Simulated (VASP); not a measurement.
Ca2SiSe6: single point with PBE

The system is Ca2SiSe6.

```
CELL_PARAMETERS angstrom
-2.74326 6.11060 4.30728
2.74326 -6.11060 4.30728
2.74326 6.11060 -4.30728
ATOMIC_POSITIONS crystal
Ca 0.85605 0.00000 0.85605
Ca 0.14395 0.00000 0.14395
Si 0.00000 0.50000 0.50000
Se 0.00000 0.50000 0.00000
Se 0.50000 0.50000 0.50000
Se 0.50000 0.00000 0.00000
Se 0.00000 0.00000 0.50000
Se 0.40900 0.00000 0.40900
Se 0.59100 0.00000 0.59100
```

```yaml
Program: VASP 6.6.1
Task: single point
Functional: PBE
Potentials_or_basis: VASP PAW PBE potentials, release 64 (Ca_sv, Si, Se)
Cutoff: 520 eV
k_mesh: 4 × 4 × 4
Occupations: gaussian, width 0.1 eV
Spin: no spin polarisation
```

* Pressure: 0.0 GPa
* Largest force: 0.014 eV/Å
* Band gap on the k mesh: zero (band 30 reaches 2.02 eV, above the bottom of band 31 at 0.91 eV)

Forces on the atoms (eV/Å):
```
Ca   0.000 -0.002  0.000
Ca   0.000  0.002  0.000
Si   0.000  0.000  0.000
Se   0.000  0.000  0.000
Se   0.000  0.000  0.000
Se   0.000  0.000  0.000
Se   0.000  0.000  0.000
Se   0.000 -0.014  0.000
Se   0.000  0.014  0.000
```

Stress tensor (GPa, compression positive):
```
-0.05  0.00  0.00
 0.00  0.13  0.00
 0.00  0.00 -0.01
```

Levels at points of the mesh, in eV from the Fermi level:
```
           k point  band 27  band 28  band 29  band 30  band 31  band 32  band 33  band 34
(0.00, 0.00, 0.00)    -0.80    -0.71    -0.57    -0.22     0.36     0.53     0.57     1.70
(0.50, 0.00, 0.00)    -1.26    -0.50    -0.42    -0.12     0.23     0.76     0.87     1.47
(0.00, 0.50, 0.00)    -1.19    -1.10    -1.00    -0.93    -0.67    -0.63     0.46     0.54
(0.50, 0.50, 0.00)    -1.27    -1.13    -0.97    -0.93    -0.82     0.48     0.49     0.60
(0.50, 0.50, 0.50)    -1.02    -0.72    -0.67    -0.27    -0.06     1.14     1.34     1.38
```

Wall time 4 min on 1 thread of AMD EPYC 9R45 96-Core Processor (Zen 5) (shared host), peak memory 0.57 GiB.
